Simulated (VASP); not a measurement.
# Sb (P-1) in VASP: electric field gradients with PBEsol

Aim: the electric field gradients of Sb with PBEsol.

All numbers are computed with VASP 6.6.1; they aren't measurements. Logs are shortened: lines on timing, memory, paths and dates and some standing lists are left out, and cuts for length are marked.

### Step 1. The cell of the first run

The typed cell holds 2 atoms: a = 4.391 Å, b = 4.534 Å, c = 4.555 Å, α = 57.29°, β = 56.64°, γ = 57.61°.

### Step 2. Electric field gradients, PBEsol (equal xy, yz and zx shear strains of -3 %)

File INCAR:

```
PREC = Accurate
ENCUT = 520
EDIFF = 1E-8
ISMEAR = -1
SIGMA = 0.05
LREAL = F
LASPH = T
NELM = 100
ALGO = Normal
ISIF = 2
LWAVE = F
LCHARG = F
GGA = PS
LEFG = T
NBANDS = 12
```

File KPOINTS:

```
regular mesh
0
Gamma
  9 9 9
```

File POSCAR:

```
Sb
1.0
    2.0758155868      1.1532306756      3.6931162498
   -2.2253850772      1.2177486856      3.7576342598
   -0.0189105096     -2.5394593611      3.7812494904
Sb
2
Direct
    0.2336400000      0.2336400000      0.2336400000
    0.7663600000      0.7663600000      0.7663600000
```

Potentials or basis: VASP PAW PBE potentials, release 64 (Sb).

Command:

```
$ cat potpaw_PBE.64/Sb/POTCAR > POTCAR
$ mpirun -np 1 vasp_std > vasp.out
```

OUTCAR:

```text
PREC = Accurate
   ENCUT = 520
   EDIFF = 1E-8
   ISMEAR = -1
   LREAL = F
   LASPH = T
   NELM = 100
   ISIF = 2
   GGA = PS

 ion  position               nearest neighbor table
   1  0.234  0.234  0.234-   2 2.87   2 2.92   2 2.93   2 3.29   2 3.35   2 3.39
   2  0.766  0.766  0.766-   1 2.87   1 2.92   1 2.93   1 3.29   1 3.35   1 3.39

  LATTYP: Found a triclinic cell.
 ALAT       =     7.5469927792
 B/A-ratio  =     0.5773502692
 C/A-ratio  =     0.8335975033
 COS(alpha) =     0.0051994101
 COS(beta)  =     0.3962281805
 COS(gamma) =     0.8732788530

  Lattice vectors:

 A1 = (   6.5076752316,  -3.8217260567,  -0.0409027794)
 A2 = (   2.2064745676,  -3.7572080467,   0.0236152306)
 A3 = (   4.3201111736,   2.4749413511,  -3.8457675004)

Analysis of symmetry for initial positions (statically):
=====================================================================
 Subroutine PRICEL returns:
 Original cell was already a primitive cell.

 Routine SETGRP: Setting up the symmetry group for a
 triclinic supercell.

 Subroutine GETGRP returns: Found  2 space group operations
 (whereof  2 operations were pure point group operations)
 out of a pool of  2 trial point group operations.

The static configuration has the point symmetry S_2 .

Analysis of symmetry for dynamics (positions and initial velocities):
=====================================================================
 Subroutine PRICEL returns:
 Original cell was already a primitive cell.

 Routine SETGRP: Setting up the symmetry group for a
 triclinic supercell.

 Subroutine GETGRP returns: Found  2 space group operations
 (whereof  2 operations were pure point group operations)
 out of a pool of  2 trial point group operations.

The dynamic configuration has the point symmetry S_2 .

 Subroutine INISYM returns: Found  2 space group operations
 (whereof  2 operations are pure point group operations),
 and found     1 'primitive' translations

----------------------------------------------------------------------------------------

                                     Primitive cell

  volume of cell :      59.9445

  direct lattice vectors                    reciprocal lattice vectors
     2.075815587  1.153230676  3.693116250     0.236000959  0.139189927  0.094659202
    -2.225385077  1.217748686  3.757634260    -0.229198012  0.132105678  0.087574954
    -0.018910510 -2.539459361  3.781249490    -0.002733666 -0.267226324  0.084981939

  length of vectors
     4.390678646  4.533769495  4.554893979     0.289880411  0.278662900  0.280427016

  position of ions in fractional coordinates (direct lattice)
     0.233640000  0.233640000  0.233640000
     0.766360000  0.766360000  0.766360000

  ion indices of the primitive-cell ions
   primitive index   ion index
                 1           1
                 2           2

----------------------------------------------------------------------------------------

 KPOINTS: regular mesh

Automatic generation of k-mesh.
 Grid dimensions read from file:
 generate k-points for:    9    9    9

 Generating k-lattice:

  Cartesian coordinates                     Fractional coordinates (reciprocal lattice)
     0.026222329  0.015465547  0.010517689     0.111111111 -0.000000000 -0.000000000
    -0.025466446  0.014678409  0.009730550    -0.000000000  0.111111111  0.000000000
    -0.000303741 -0.029691814  0.009442438    -0.000000000  0.000000000  0.111111111

  Length of vectors
     0.032208935  0.030962544  0.031158557

  Shift w.r.t. Gamma in fractional coordinates (k-lattice)
     0.000000000  0.000000000  0.000000000

 Subroutine IBZKPT returns following result:
 ===========================================

 Found    365 irreducible k-points:

 Following reciprocal coordinates:
            Coordinates               Weight
  0.000000  0.000000  0.000000      1.000000
  0.111111  0.000000  0.000000      2.000000
  0.222222  0.000000  0.000000      2.000000
  0.333333  0.000000  0.000000      2.000000
  0.444444  0.000000  0.000000      2.000000
  0.000000  0.111111  0.000000      2.000000
[... 16 lines left out ...]
 -0.111111  0.222222 -0.000000      2.000000
  0.000000  0.333333  0.000000      2.000000
 [... further k-points ...]
   k-points           NKPTS =    365   k-points in BZ     NKDIM =    365   number of bands    NBANDS=     12
   number of dos      NEDOS =    301   number of ions     NIONS =      2
   total plane-waves  NPLWV =  46656
   dimension x,y,z NGX =    36 NGY =   36 NGZ =   36
   dimension x,y,z NGXF=    72 NGYF=   72 NGZF=   72
   ions per type =               2
   NGX,Y,Z   is equivalent  to a cutoff of  13.63, 13.20, 13.14 a.u.
   NGXF,Y,Z  is equivalent  to a cutoff of  27.26, 26.40, 26.28 a.u.
 SYSTEM =  unknown system
   PREC   = accura    normal or accurate (medium, high low for compatibility)
   ISTART =      0    job   : 0-new  1-cont  2-samecut
   ICHARG =      2    charge: 1-file 2-atom 10-const
   ISPIN  =      1    spin polarized calculation?
   LNONCOLLINEAR =      F non collinear calculations
   LSORBIT =      F    spin-orbit coupling
   LASPH  =      T    aspherical Exc in radial PAW
   ENCUT  =  520.0 eV  38.22 Ry    6.18 a.u.   8.16  8.43  8.47*2*pi/ulx,y,z
   NELM   =    100;   NELMIN=  2; NELMDL= -5     # of ELM steps
   EDIFF  = 0.1E-07   stopping-criterion for ELM
   LREAL  =      F    real-space projection
   EDIFFG = 0.1E-06   stopping-criterion for IOM
   NSW    =      0    number of steps for IOM
   IBRION =     -1    ionic relax: 0-MD 1-quasi-New 2-CG
   NFREE  =      0    steps in history (QN), initial steepest desc. (CG)
   ISIF   =      2    stress and relaxation
   ISYM   =      2    0-nonsym 1-usesym 2-fastsym
   POTIM  = 0.5000    time-step for ionic-motion
   TEBEG  =    0.0;   TEEND  =   0.0 temperature during run
   PSTRESS=    0.0 pullay stress
   NELECT =      10.0000    total number of electrons
   NUPDOWN=      -1.0000    fix difference up-down
   EMIN   =  10.00;   EMAX   =-10.00  energy-range for DOS
   EFERMI =   0.00;   METHOD = LEGACY
   ISMEAR =    -1;   SIGMA  =   0.05  broadening in eV -4-tet -1-fermi 0-gaus
   EFERMI_NEDOS =   21; number of points for ismear=-14 and -15
   IALGO  =     38    algorithm
   IMIX   =      4    mixing-type and parameters
     AMIX     =   0.40;   BMIX     =  1.00
     AMIX_MAG =   1.60;   BMIX_MAG =  1.00
  volume/ion in A,a.u.               =      29.97       202.26
  Fermi-wavevector in a.u.,A,eV,Ry     =   0.901208  1.703036 11.050318  0.812175
  Thomas-Fermi vector in A             =   2.024260
   LORBIT       =      0    0 simple, 1 ext, 2 COOP (PROOUT), +10 PAW based schemes
   GGA     = PS    functional components
   LHFCALC =     F    Hartree Fock is set to
   AEXX    =    0.0000 exact exchange contribution
   IVDW    =     0    specifies the selected vdW correction
   LEPSILON=     F    determine dielectric tensor
   LRPA    =     F    only Hartree local field effects (RPA)
 non-spin polarized calculation
  energy-cutoff  :      520.00
  volume of cell :       59.94
 maximum number of plane-waves:      1634
 NGX is ok and might be reduce to    36
   NGX = 17   NGY = 17   NGZ = 17

 number of electron      10.0000000 magnetization

 Free energy of the ion-electron system (eV)
  ---------------------------------------------------
  ext. energy  EPLUGINS =         0.00000000
  ---------------------------------------------------
  free energy    TOTEN  =        -9.09998185 eV

  energy without entropy =       -9.09768079  energy(sigma->0) =       -9.09883132

 E-fermi :   7.1872     XC(G=0):  -9.6982

 val. band max:        7.1843644676   @ k =   0.1111   0.1111   0.3333
 cond. band min:       7.2078339019   @ k =   0.1111   0.3333   0.1111
 fundamental gap:      0.0234694342
 Fermi energy:         7.1871653938

 k-point     1 :       0.0000    0.0000    0.0000
  band No.  band energies     occupation
      1      -5.5639      2.00000
      2       2.4549      2.00000
      3       5.0516      2.00000
      4       5.2764      2.00000
      5       5.6949      2.00000
      6       9.2707      0.00000
      7       9.7280      0.00000
      8      10.1614      0.00000
      9      12.1120      0.00000
     10      12.3688      0.00000
     11      12.6232      0.00000
     12      13.6938      0.00000

 k-point     2 :       0.1111    0.0000    0.0000
  band No.  band energies     occupation
      1      -5.4210      2.00000
      2       1.9070      2.00000
      3       5.0705      2.00000
      4       5.2576      2.00000
      5       5.8264      2.00000
      6       9.1688      0.00000
      7       9.3292      0.00000
      8       9.8158      0.00000
      9      11.8811      0.00000
     10      12.1128      0.00000
     11      12.1965      0.00000
     12      14.6685      0.00000

 k-point     3 :       0.2222    0.0000    0.0000
  band No.  band energies     occupation
      1      -4.9957      2.00000
      2       0.6945      2.00000
      3       5.0641      2.00000
      4       5.1864      2.00000
      5       6.0763      2.00000
      6       8.4860      0.00000
      7       8.6031      0.00000
      8       8.9887      0.00000
      9      11.9399      0.00000
     10      12.4786      0.00000
     11      12.8227      0.00000
     12      16.5142      0.00000
[... 286 lines left out ...]
 k-point    23 :      -0.1111    0.2222   -0.0000
  band No.  band energies     occupation
      1      -4.7120      2.00000
      2       0.0053      2.00000
      3       4.2923      2.00000
      4       5.9066      2.00000
      5       6.2389      2.00000
      6       7.6154      0.00038
      7       7.9351      0.00000
      8      10.4799      0.00000
      9      11.5718      0.00000
     10      12.7800      0.00000
     11      14.8499      0.00000
     12      15.8895      0.00000

 k-point    24 :       0.0000    0.3333    0.0000
  band No.  band energies     occupation
      1      -4.3813      2.00000
      2      -0.9097      2.00000
      3       5.3318      2.00000
      4       5.4157      2.00000
      5       6.5045      2.00000
      6       7.8926      0.00000
      7       7.9836      0.00000
      8       8.5140      0.00000
      9      12.7948      0.00000
     10      13.5171      0.00000
     11      14.3645      0.00000
     12      17.5299      0.00000

 [... further k-points ...]
[... 5 lines left out ...]
  --------------------------------------------------------------------------------------
  -------------------------------------------------------------------------------------
  Total       -0.0612458      0.6735453      0.1305122      0.0889553      0.6925202      0.3205533
  in kB       -1.6369567     18.0022882      3.4882840      2.3775661     18.5094423      8.5676381
  external PRESSURE =       6.6178718 kB  Pullay stress =       0.0000000 kB

 VOLUME and BASIS-vectors are now :
 -----------------------------------------------------------------------------
  energy-cutoff  :      520.00
  volume of cell :       59.94
      direct lattice vectors                 reciprocal lattice vectors
     2.075815587  1.153230676  3.693116250     0.236000959  0.139189927  0.094659202
    -2.225385077  1.217748686  3.757634260    -0.229198012  0.132105678  0.087574954
    -0.018910510 -2.539459361  3.781249490    -0.002733666 -0.267226324  0.084981939

 POSITION                                       TOTAL-FORCE (eV/Angst)
 -----------------------------------------------------------------------------------
     -0.03936     -0.03936      2.62424         0.082451      0.148782      0.208642
     -0.12912     -0.12912      8.60776        -0.082451     -0.148782     -0.208642
 -----------------------------------------------------------------------------------
    total drift:                                0.000000     -0.000000      0.000000

  FREE ENERGIE OF THE ION-ELECTRON SYSTEM (eV)
  ---------------------------------------------------
  free  energy   TOTEN  =        -9.0999818514 eV

  energy  without entropy=       -9.0976807894  energy(sigma->0) =       -9.09883132

 Electric field gradients (V/A^2)
---------------------------------------------------------------------
 ion       V_xx      V_yy      V_zz      V_xy      V_xz      V_yz
---------------------------------------------------------------------
   1      28.725    12.347   -41.072    -7.260   -13.741   -21.145
   2      28.725    12.347   -41.072    -7.260   -13.741   -21.145
---------------------------------------------------------------------

 Electric field gradients after diagonalization (V/A^2)
 (convention: |V_zz| > |V_xx| > |V_yy|)
----------------------------------------------------------------------
 ion       V_xx      V_yy      V_zz     asymmetry (V_yy - V_xx)/ V_zz
----------------------------------------------------------------------
   1      32.099    19.280   -51.379       0.250
   2      32.099    19.280   -51.379       0.250
----------------------------------------------------------------------

           NMR quadrupolar parameters

 Cq : quadrupolar parameter    Cq=e*Q*V_zz/h
 eta: asymmetry parameters     (V_yy - V_xx)/ V_zz
 Q  : nuclear electric quadrupole moment in mb (millibarn)
----------------------------------------------------------------------
 ion       Cq(MHz)       eta       Q (mb)
----------------------------------------------------------------------
   1      -0.124       0.250       1.000
   2      -0.124       0.250       1.000
----------------------------------------------------------------------
```

Run time: 2 min. Hardware: 1 thread of Intel Xeon Platinum 8559C (Emerald Rapids), shared host; peak memory 0.37 GiB.

Results:

| Item | Value |
| --- | --- |
| Free energy | -9.1000 eV |
| Pressure | 0.7 GPa |
| Largest force | 0.269 eV/Å |
| Band gap on the k mesh | zero (bands 5 and 6 overlap by 0.11 eV) |
| Largest electric field gradient by atom | Sb -51.4 V/Å² |

Forces in eV/Å, atoms in the order of the input:
```
Sb   0.082  0.149  0.209
Sb  -0.082 -0.149 -0.209
```

Electric field gradients, principal values (V/Å²):
```csv
atom,least,middle,greatest (by size)
1 Sb,19.280,32.099,-51.379
2 Sb,19.280,32.099,-51.379
```

Caveat: the cell differs from its parent crystal (equal xy, yz and zx shear strains of -3 %); without QUAD_EFG the Cq values of the log hold for a quadrupole moment of 1 mb, not for the nuclei; the PAW data sets were made with another functional, which shifts forces and pressure a little; spin-orbit coupling is left out, which moves the levels of the heavy elements.

The gap in the log of VASP goes by the Fermi energy; the results here count the filled bands.